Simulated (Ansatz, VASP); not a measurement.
**TiN: VASP beside Ansatz**

```
Ti N
1.0
     0.00000    2.11750    2.11750
     2.11750    0.00000    2.11750
     2.11750    2.11750    0.00000
Ti N
1 1
Direct
  0.00000 0.00000 0.00000
  0.50000 0.50000 0.50000
```

Alike in both runs: task single point; functional PBE; k mesh 9 × 9 × 9; occupations gaussian, width 0.03 eV; collinear spin.

|  | VASP | Ansatz |
| --- | --- | --- |
| version | VASP 6.6.1 | Ansatz 0.2.0 |
| potentials or method | VASP PAW PBE potentials, release 64 (Ti_sv, N), cutoff 520 eV | PAW, plane waves, scalar-relativistic |
| valence electrons in the cell | 17 | 17 |

VASP gave:

* pressure (GPa): 2.7
* net moment per atom (μB): 0.00

Task: Estimate Ansatz's values.

Result: Pressure (GPa): 2.3; net moment per atom (μB): 0.00.

Ansatz's warnings: filled band counts differ across k points, seeded moment not kept.
